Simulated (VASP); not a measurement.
Input of a VASP 6.6.1 run:

File INCAR:

```
SYSTEM = Ba
PREC = Accurate
ENCUT = 520
EDIFF = 1E-6
ISMEAR = -1
SIGMA = 0.1
LREAL = .FALSE.
LASPH = .TRUE.
NELM = 100
ALGO = Normal
ISIF = 2
LWAVE = .FALSE.
LCHARG = .FALSE.
GGA = PE
NBANDS = 17
```

Contents of KPOINTS:

```
Automatic mesh
0
G
  10 10 6
  0 0 0
```

The input POSCAR:

```
Ba
1.0
    3.5650947239      0.0000000000      0.0000000000
   -1.7825473620      3.0874625978      0.0000000000
    0.0000000000      0.0000000000      5.2195351555
Ba
2
Direct
    0.3333333333      0.6666666667      0.2500000000
    0.6666666667      0.3333333333      0.7500000000
```

Potentials or basis: VASP PAW PBE potentials, release 64 (Ba_sv).

The run is started by

```console
$ cat potpaw_PBE.64/Ba_sv/POTCAR > POTCAR
$ mpirun -np 1 vasp_std > vasp.out
```

Problem. Predict the band gap on the k mesh.

Solution. Zero (band 10 reaches 6.09 eV, above the bottom of band 11 at 5.29 eV).

Problem. Estimate the pressure.

Solution. 20.4 GPa.

Stress tensor (GPa, compression positive):
```
19.98  0.00  0.00
 0.00 19.98  0.00
 0.00  0.00 21.38
```

Caveat: spin-orbit coupling is left out, which moves the levels of the heavy elements.
